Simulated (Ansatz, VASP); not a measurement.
# One calculation of Cu, two programs

The input INCAR:

```
ALGO = Fast
EDIFF = 1E-7
ENCUT = 520
GGA = PS
ISIF = 2
ISMEAR = 0
LASPH = True
LCHARG = False
LREAL = False
LWAVE = False
NBANDS = 18
NELM = 60
PREC = Accurate
SIGMA = 0.15
```

File KPOINTS:

```
k-points
0
Gamma
  20 20 18
```

Contents of POSCAR:

```
Cu
1.0
    1.2146947347     -4.1772371477      0.0000000000
    1.2146947347      4.1772371477      0.0000000000
    0.0000000000      0.0000000000      2.4675572805
Cu
2
Direct
    0.1338543804      0.8661456196      0.2500000000
    0.8661456196      0.1338543804      0.7500000000
```

Input for Ansatz:

```yaml
crystal:
  lattice:
    - [1.2146947347, -4.1772371477, 0.0]
    - [1.2146947347, 4.1772371477, 0.0]
    - [0.0, 0.0, 2.4675572805]
  atoms:
    - { symbol: Cu, position: [0.1338543804, 0.8661456196, 0.25] }
    - { symbol: Cu, position: [0.8661456196, 0.1338543804, 0.75] }
basis:
  ecutwfc: 520.0
kpoints:
  mp_grid: { grid: [20, 20, 18] }
hamiltonian:
  xc: pbesol
  pseudopotentials: { kind: paw, azcp: { folder: soft_1 } }
scf:
  occupations: { method: gaussian, width: 0.15 }
output:
  forces: true
  stress: true
  eigenvalues: true
```

Change from the starting cell: normal strain along x +0.0000, normal strain along y +0.0550.

Alike in both runs: task single point; functional PBEsol; k mesh 20 × 20 × 18; occupations gaussian, width 0.15 eV; no spin polarisation.

|  | VASP | Ansatz |
| --- | --- | --- |
| version | VASP 6.6.1 | Ansatz 0.2.0 |
| potentials or method | VASP PAW PBE potentials, release 64 (Cu), cutoff 520 eV | scalar-relativistic, plane waves, PAW |
| valence electrons in the cell | 22 | 38 |

Ansatz gave:

```
gap on the k mesh at the Fermi level (eV)                     : none
pressure (GPa)                                                : -7.0
traceless stress, the component that is largest in VASP (GPa) : -5.00
rms of the force components (eV/Å)                            : 0.011
```

Question: What did VASP give for the same quantities?

Answer: gap on the k mesh at the Fermi level (eV): none; pressure (GPa): -6.1; traceless stress, the component that is largest in VASP (GPa): -4.94; rms of the force components (eV/Å): 0.014.

VASP's potentials were made for PBE, not for PBEsol, and Ansatz warns of the same on its side. Atom by atom the forces differ by 0.003 eV/Å (rms over components). A gap of «none» marks a metal or a gap that the smearing closes. The functional is the same, so the differences come from potentials, cutoffs and numerics. VASP's potentials hold 22 valence electrons a cell and Ansatz's 38, so a difference there can come from the potentials and not from the codes.
